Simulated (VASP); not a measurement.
Runs of VASP 6.6.1 on Li2O. Symmetry: Fm-3m, No. 225, cubic system. Conventional cell: a = 4.610 Å, b = 4.610 Å, c = 4.610 Å, α = 90.00°, β = 90.00°, γ = 90.00°. Within 2.6 Å of Li (site symmetry -43m) lie 4 O at 2.00 Å and 6 Li at 2.30 to 2.31 Å. O (site symmetry m-3m) has 8 Li at 2.00 Å within 2.6 Å. 

| level | potentials or basis | gap on the mesh (eV) | pressure (GPa) |
| --- | --- | --- | --- |
| LDA | VASP PAW LDA potentials, release 64 (Li_sv, O) | 4.81 | -6.4 |
| revPBE | VASP PAW PBE potentials, release 64 (Li_sv, O) | 5.10 | 3.6 |
| BLYP | VASP PAW PBE potentials, release 64 (Li_sv, O) | (a) | 1.5 |
| PBEsol | VASP PAW PBE potentials, release 64 (Li_sv, O) | (c) | (b) |

Alike in all rows: task single point; no spin polarisation; cell as given; k mesh 8 × 8 × 8; cutoff (eV) 750; smearing gaussian 0.01 eV.

Q: Fill in the values left out.

A: (a) 5.32; (b) -1.5; (c) 4.84.

Caveats: the PAW data sets were made with another functional, which shifts forces and pressure a little (some runs).

A k mesh can miss the band edges.
